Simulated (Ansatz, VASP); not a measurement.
**One calculation of W, two programs**

```xyz
14
Lattice="4.4608 0.0000 0.0000 2.2304 3.8632 0.0000 0.0000 0.0000 27.8372" Properties=species:S:1:pos:R:3 pbc="T T T"
W     4.4608    2.5754    8.2578
W     0.0000    0.0000    8.9716
W     2.2304    1.2877    9.6730
W     4.4608    2.5754   10.7447
W     0.0000    0.0000   11.6048
W     2.2304    1.2877   12.5465
W     4.4608    2.5754   13.4512
W     0.0000    0.0000   14.3860
W     2.2304    1.2877   15.2908
W     4.4608    2.5754   16.2325
W     0.0000    0.0000   17.0925
W     2.2304    1.2877   18.1642
W     4.4608    2.5754   18.8656
W     0.0000    0.0000   19.5795
```

Alike in both runs: functional PBEsol; k mesh 9 × 9 × 1; no spin polarisation.

Ansatz relaxed the structure, and its values are those at the end. VASP's run is a single point on that final structure, the one shown.

|  | VASP | Ansatz |
| --- | --- | --- |
| version | VASP 6.6.1 | Ansatz 0.2.0 |
| potentials or method | VASP PAW PBE potentials, release 64 (W_sv) | plane-wave PAW, scalar-relativistic |
| plane-wave cutoff (eV) | 520 | 420 |
| occupations | methfessel-paxton of order 1, width 0.1 eV | cold, width 0.1 eV |
| valence electrons in the cell | 196 | 196 |

Ansatz gave:

* rms of the force components (eV/Å): 0.004

Question: What did VASP give for the same quantities?

Answer: rms of the force components (eV/Å): 0.024.

VASP's potentials were made for PBE, not for PBEsol.

Neither program's run includes spin-orbit coupling.
